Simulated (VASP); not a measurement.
A run of VASP 6.6.1 is set up as follows.

Contents of INCAR:

```
SYSTEM = Sr3Bi
  ALGO = Fast
  EDIFF = 1E-7
  EDIFFG = -0.01
  ENCUT = 600
  GGA = PE
  IBRION = 2
  ISIF = 3
  ISMEAR = 0
  LASPH = .TRUE.
  LCHARG = .FALSE.
  LREAL = .FALSE.
  LWAVE = .FALSE.
  NELM = 80
  NSW = 100
  PREC = Accurate
  SIGMA = 0.1
```

Contents of KPOINTS:

```
k-points
0
G
  10 10 10
  0 0 0
```

Contents of POSCAR:

```
Sr3Bi
1.0
    0.0000000000      4.3949434860      4.3949434860
    4.3949434860      0.0000000000      4.3949434860
    4.3949434860      4.3949434860      0.0000000000
Sr Bi
3 1
Direct
    0.2500000000      0.2500000000      0.2500000000
    0.7500000000      0.7500000000      0.7500000000
    0.5000000000      0.5000000000      0.5000000000
    0.0000000000      0.0000000000      0.0000000000
```

Potentials or basis: VASP PAW PBE potentials, release 64 (Sr_sv, Bi_d).

The run is started by

```bash
$ cat potpaw_PBE.64/Sr_sv/POTCAR potpaw_PBE.64/Bi_d/POTCAR > POTCAR
$ mpirun -np 1 vasp_std > vasp.out
```

Q: What does it give for the band gap on the k mesh?

A: Zero (an odd number of electrons rules out a gap without spin polarisation).

Final structure:
```xyz
4
Lattice="0.0000 4.3949 4.3949 4.3949 0.0000 4.3949 4.3949 4.3949 0.0000" Properties=species:S:1:pos:R:3 pbc="T T T"
Sr    2.1975    2.1975    2.1975
Sr    6.5924    6.5924    6.5924
Sr    4.3949    4.3949    4.3949
Bi    0.0000    0.0000    0.0000
```

Caveat: the relaxation stopped at its first step, so nothing moved; spin-orbit coupling is left out, which moves the levels of the heavy elements.
